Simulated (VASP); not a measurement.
# InP (Fm-3m) in VASP: notebook

InP is run at these levels: PBE, PBEsol, PBEsol-based screened hybrid with 25 % exact exchange; tasks: single point.

All numbers are computed with VASP 6.6.1; they aren't measurements. Logs are shortened: lines on timing, memory, paths and dates and some standing lists are left out, and cuts for length are marked.

## (1) The cell of the first run

Symmetry: Fm-3m, No. 225, cubic system. Conventional cell: a = 5.538 Å, b = 5.538 Å, c = 5.538 Å, α = 90.00°, β = 90.00°, γ = 90.00°. Within 3.6 Å of In (site symmetry m-3m) lie 6 P at 2.77 Å. Within 3.6 Å of P (site symmetry m-3m) lie 6 In at 2.77 Å.

## (2) Single point, PBE

Input file INCAR:

```
SYSTEM = InP
ALGO = Normal
EDIFF = 1E-6
ENCUT = 500
GGA = PE
GGA_COMPAT = .FALSE.
ISIF = 2
ISMEAR = 0
LASPH = .TRUE.
LCHARG = .FALSE.
LREAL = .FALSE.
LWAVE = .FALSE.
NBANDS = 16
NELM = 120
PREC = Accurate
SIGMA = 0.1
```

Input file KPOINTS:

```
k-points
0
G
  8 8 8
  0 0 0
```

Input file POSCAR:

```
InP
1.0
    0.0000000000      2.7688340000      2.7688340000
    2.7688340000      0.0000000000      2.7688340000
    2.7688340000      2.7688340000      0.0000000000
In P
1 1
Direct
    0.0000000000      0.0000000000      0.0000000000
    0.5000000000      0.5000000000      0.5000000000
```

Potentials or basis: VASP PAW PBE potentials, release 64 (In_d, P).

On the command line:

```bash
$ cat potpaw_PBE.64/In_d/POTCAR potpaw_PBE.64/P/POTCAR > POTCAR
$ mpirun -np 1 vasp_std > vasp.out
```

OUTCAR:

```text
SYSTEM = InP
   EDIFF = 1E-6
   ENCUT = 500
   GGA = PE
   ISIF = 2
   ISMEAR = 0
   LASPH = .TRUE.
   LREAL = .FALSE.
   NELM = 120
   PREC = Accurate

 ion  position               nearest neighbor table
   1  0.000  0.000  0.000-   2 2.77   2 2.77   2 2.77   2 2.77   2 2.77   2 2.77
   2  0.500  0.500  0.500-   1 2.77   1 2.77   1 2.77   1 2.77   1 2.77   1 2.77

  LATTYP: Found a face centered cubic cell.
 ALAT       =     5.5376680000

  Lattice vectors:

 A1 = (   0.0000000000,   2.7688340000,   2.7688340000)
 A2 = (   2.7688340000,   0.0000000000,   2.7688340000)
 A3 = (   2.7688340000,   2.7688340000,   0.0000000000)

Analysis of symmetry for initial positions (statically):
=====================================================================
 Subroutine PRICEL returns:
 Original cell was already a primitive cell.

 Routine SETGRP: Setting up the symmetry group for a
 face centered cubic supercell.

 Subroutine GETGRP returns: Found 48 space group operations
 (whereof 48 operations were pure point group operations)
 out of a pool of 48 trial point group operations.

The static configuration has the point symmetry O_h .

Analysis of symmetry for dynamics (positions and initial velocities):
=====================================================================
 Subroutine PRICEL returns:
 Original cell was already a primitive cell.

 Routine SETGRP: Setting up the symmetry group for a
 face centered cubic supercell.

 Subroutine GETGRP returns: Found 48 space group operations
 (whereof 48 operations were pure point group operations)
 out of a pool of 48 trial point group operations.

The dynamic configuration has the point symmetry O_h .

 Subroutine INISYM returns: Found 48 space group operations
 (whereof 48 operations are pure point group operations),
 and found     1 'primitive' translations

----------------------------------------------------------------------------------------

                                     Primitive cell

  volume of cell :      42.4542

  direct lattice vectors                    reciprocal lattice vectors
     0.000000000  2.768834000  2.768834000    -0.180581429  0.180581429  0.180581429
     2.768834000  0.000000000  2.768834000     0.180581429 -0.180581429  0.180581429
     2.768834000  2.768834000  0.000000000     0.180581429  0.180581429 -0.180581429

  length of vectors
[... 80 lines left out ...]
   ENCUT  =  500.0 eV  36.75 Ry    6.06 a.u.   7.14  7.14  7.14*2*pi/ulx,y,z
   NELM   =    120;   NELMIN=  2; NELMDL= -5     # of ELM steps
   EDIFF  = 0.1E-05   stopping-criterion for ELM
   LREAL  =      F    real-space projection
   EDIFFG = 0.1E-04   stopping-criterion for IOM
   NSW    =      0    number of steps for IOM
   IBRION =     -1    ionic relax: 0-MD 1-quasi-New 2-CG
   NFREE  =      0    steps in history (QN), initial steepest desc. (CG)
   ISIF   =      2    stress and relaxation
   ISYM   =      2    0-nonsym 1-usesym 2-fastsym
   POTIM  = 0.5000    time-step for ionic-motion
   TEBEG  =    0.0;   TEEND  =   0.0 temperature during run
   PSTRESS=    0.0 pullay stress
   NELECT =      18.0000    total number of electrons
   NUPDOWN=      -1.0000    fix difference up-down
   EMIN   =  10.00;   EMAX   =-10.00  energy-range for DOS
   EFERMI =   0.00;   METHOD = LEGACY
   ISMEAR =     0;   SIGMA  =   0.10  broadening in eV -4-tet -1-fermi 0-gaus
   EFERMI_NEDOS =   21; number of points for ismear=-14 and -15
   IALGO  =     38    algorithm
   IMIX   =      4    mixing-type and parameters
     AMIX     =   0.40;   BMIX     =  1.00
     AMIX_MAG =   1.60;   BMIX_MAG =  1.00
  volume/ion in A,a.u.               =      21.23       143.25
  Fermi-wavevector in a.u.,A,eV,Ry     =   1.229869  2.324115 20.579860  1.512577
  Thomas-Fermi vector in A             =   2.364739
   LORBIT       =      0    0 simple, 1 ext, 2 COOP (PROOUT), +10 PAW based schemes
   GGA     = PE    functional components
   LHFCALC =     F    Hartree Fock is set to
   AEXX    =    0.0000 exact exchange contribution
   IVDW    =     0    specifies the selected vdW correction
   LEPSILON=     F    determine dielectric tensor
   LRPA    =     F    only Hartree local field effects (RPA)
 non-spin polarized calculation
 Gauss-broadening in eV      SIGMA  =   0.10
  energy-cutoff  :      500.00
  volume of cell :       42.45
 maximum number of plane-waves:      1090
 NGX is ok and might be reduce to    30
   NGX = 15   NGY = 15   NGZ = 15

 number of electron      18.0000009 magnetization

 Free energy of the ion-electron system (eV)
  ---------------------------------------------------
  ext. energy  EPLUGINS =         0.00000000
  ---------------------------------------------------
  free energy    TOTEN  =        -7.91180271 eV

  energy without entropy =       -7.90403609  energy(sigma->0) =       -7.90791940

 E-fermi :   7.1456     XC(G=0): -10.3956

 val. band max:        7.1252095967   @ k =  -0.3750   0.5000   0.1250
 cond. band min:       7.1956490343   @ k =  -0.3750   0.3750   0.0000
 fundamental gap:      0.0704394376
 Fermi energy:         7.1456498000

 k-point     1 :       0.0000    0.0000    0.0000
  band No.  band energies     occupation
      1      -7.2054      2.00000
      2      -7.2054      2.00000
      3      -7.1863      2.00000
      4      -7.1863      2.00000
      5      -7.1863      2.00000
      6      -4.9619      2.00000
[... 433 lines left out ...]
      3      -7.1724      2.00000
      4      -7.1384      2.00000
      5      -7.0974      2.00000
      6      -2.3767      2.00000
[... 8 lines left out ...]
     15      17.1226      0.00000
     16      19.8094      0.00000

 [... further k-points ...]

------------------------ aborting loop because EDIFF is reached ----------------------------------------

  FORCE on cell =-STRESS in cart. coord.  units (eV):
  Direction    XX          YY          ZZ          XY          YZ          ZX
  --------------------------------------------------------------------------------------
  -------------------------------------------------------------------------------------
  Total       -0.0234966     -0.0234966     -0.0234966      0.0000000      0.0000000     -0.0000000
  in kB       -0.8867362     -0.8867362     -0.8867362      0.0000000      0.0000000     -0.0000000
  external PRESSURE =      -0.8867362 kB  Pullay stress =       0.0000000 kB

 VOLUME and BASIS-vectors are now :
 -----------------------------------------------------------------------------
  energy-cutoff  :      500.00
  volume of cell :       42.45
      direct lattice vectors                 reciprocal lattice vectors
     0.000000000  2.768834000  2.768834000    -0.180581429  0.180581429  0.180581429
     2.768834000  0.000000000  2.768834000     0.180581429 -0.180581429  0.180581429
     2.768834000  2.768834000  0.000000000     0.180581429  0.180581429 -0.180581429

 POSITION                                       TOTAL-FORCE (eV/Angst)
 -----------------------------------------------------------------------------------
      0.00000      0.00000      0.00000         0.000000      0.000000      0.000000
      2.76883      2.76883      2.76883         0.000000      0.000000      0.000000
 -----------------------------------------------------------------------------------
    total drift:                               -0.000000      0.000000      0.000000

  FREE ENERGIE OF THE ION-ELECTRON SYSTEM (eV)
  ---------------------------------------------------
  free  energy   TOTEN  =        -7.9118027056 eV

  energy  without entropy=       -7.9040360857  energy(sigma->0) =       -7.90791940
```

OSZICAR:

```text
N       E                     dE             d eps       ncg     rms          rms(c)
DAV:   1     0.107187045297E+03    0.10719E+03   -0.82735E+03   936   0.129E+03
DAV:   2    -0.164569832222E+01   -0.10883E+03   -0.10447E+03  1056   0.304E+02
DAV:   3    -0.807745790199E+01   -0.64318E+01   -0.63850E+01  1200   0.695E+01
DAV:   4    -0.823151954521E+01   -0.15406E+00   -0.15401E+00  1192   0.113E+01
DAV:   5    -0.823948074371E+01   -0.79612E-02   -0.79611E-02  1400   0.230E+00    0.475E+00
DAV:   6    -0.792566834446E+01    0.31381E+00   -0.53469E-01  1392   0.121E+01    0.274E+00
DAV:   7    -0.791232670851E+01    0.13342E-01   -0.98306E-02  1360   0.274E+00    0.114E+00
DAV:   8    -0.791215908825E+01    0.16762E-03   -0.12606E-02  1408   0.157E+00    0.186E-01
DAV:   9    -0.791180894589E+01    0.35014E-03   -0.25395E-03  1416   0.809E-01    0.904E-02
DAV:  10    -0.791178979357E+01    0.19152E-04   -0.17272E-04  1256   0.128E-01    0.534E-02
DAV:  11    -0.791180447786E+01   -0.14684E-04   -0.62519E-05  1360   0.705E-02    0.145E-02
DAV:  12    -0.791180303737E+01    0.14405E-05   -0.14753E-05  1328   0.278E-02    0.992E-03
DAV:  13    -0.791180270556E+01    0.33180E-06   -0.72396E-07   776   0.889E-03
   1 F= -.79118027E+01 E0= -.79079194E+01  d E =-.776662E-02
```

Wall time 12 s (1 thread of Intel Xeon Platinum 8488C (Sapphire Rapids), shared host); peak memory 0.17 GiB.

Results:

```
Free energy            : -7.9118 eV
Pressure               : -0.1 GPa
Band gap on the k mesh : zero (bands 9 and 10 overlap by 2.63 eV)
```

Caveat: spin-orbit coupling is left out, which moves the levels of the heavy elements.

[end of part 1 of 3]
